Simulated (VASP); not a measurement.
A run of VASP 6.6.1:

File INCAR:

```
ALGO = Normal
EDIFF = 1E-7
ENCUT = 520
GGA = PE
ISIF = 2
ISMEAR = -1
LASPH = True
LCHARG = False
LREAL = False
LWAVE = False
NBANDS = 22
NELM = 80
PREC = Accurate
SIGMA = 0.05
```

The input KPOINTS:

```
k-points
0
Gamma
  10 10 10
```

Contents of POSCAR:

```
Rh
1.0
    0.0000000000      2.5993341490      2.5993341490
    2.5993341490      0.0000000000      2.5993341490
    2.5993341490      2.5993341490      0.0000000000
Rh
2
Direct
   -0.2825000000     -0.0725000000     -0.0725000000
    0.2825000000      0.0725000000      0.0725000000
```

Potentials or basis: VASP PAW PBE potentials, release 64 (Rh_pv).

The run is started by

```sh
$ cat potpaw_PBE.64/Rh_pv/POTCAR > POTCAR
$ mpirun -np 1 vasp_std > vasp.out
```

Hardware: 1 thread of Intel Xeon 6975P-C (shared host).

Q: How long does it take, and how much memory?

A: Run time: 84 s on 1 thread of Intel Xeon 6975P-C (shared host), peak memory 0.2 GiB. Counts: scf iterations 13, k points 116.
